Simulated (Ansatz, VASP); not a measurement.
**Two plane-wave programs on PbS**

```
CELL_PARAMETERS angstrom
0.00000 2.96575 2.96575
2.96575 0.00000 2.96575
2.96575 2.96575 0.00000
ATOMIC_POSITIONS crystal
Pb 0.00000 0.00000 0.00000
S 0.50000 0.50000 0.50000
```

Alike in both runs: task single point; functional PBE; k mesh 8 × 8 × 8; occupations gaussian, width 0.017 eV; no spin polarisation.

```csv
,VASP,Ansatz
version,VASP 6.6.1,Ansatz 0.2.0
potentials or method,"VASP PAW PBE potentials, release 64 (Pb_d, S)",Ansatz PAW
plane-wave cutoff (eV),520,420
valence electrons in the cell,20,20
```

|  | VASP | Ansatz | Ansatz less VASP |
| --- | --- | --- | --- |
| gap on the k mesh at the Fermi level (eV) | 0.36 | 0.36 | -0.007 |
| least direct gap on the mesh (eV) | 0.36 | 0.36 | -0.007 |
| pressure (GPa) | 2.1 | 2.2 | +0.09 |

With one functional, cell and mesh, what is left measures potentials, basis and numerics.

Spin-orbit coupling is off throughout.
